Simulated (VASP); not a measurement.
Runs of VASP 6.6.1 on Tl2S. The structure is that of space group P6/mmm (No. 191), or close to it. The cells are those of the table. 

```csv
cell,k mesh,smearing,gap on the mesh (eV)
"a = 6.187, b = 6.187, c = 14.000 Å, angles 90.0, 90.0, 120.0°, 3 atoms",3 × 3 × 1,gaussian 0.1 eV,(a)
"a = 5.596, b = 5.596, c = 23.800 Å, angles 90.0, 90.0, 120.0°, 3 atoms",6 × 6 × 1,gaussian 0.1 eV,0.51
"a = 5.534, b = 5.534, c = 23.800 Å, angles 90.0, 90.0, 120.0°, 3 atoms",6 × 6 × 1,gaussian 0.1 eV,0.50
"a = 5.596, b = 5.596, c = 23.800 Å, angles 90.0, 90.0, 120.0°, 3 atoms",3 × 3 × 1,gaussian 0.1 eV,1.05
"a = 5.534, b = 5.534, c = 23.800 Å, angles 90.0, 90.0, 120.0°, 3 atoms",6 × 6 × 1,gaussian 0.02 eV,0.50
```

Alike in all rows: task single point; level PBE; potentials or basis VASP PAW PBE potentials, release 64 (Tl_d, S); no spin polarisation; cutoff (eV) 520.

**Question.** Fill in the values left out.

**Answer.** (a) 0.79.

Caveats: some runs use coarse meshes; spin-orbit coupling is left out, which moves the levels of the heavy elements.

A k mesh can miss the band edges, and the runs leave out spin-orbit coupling on Tl.
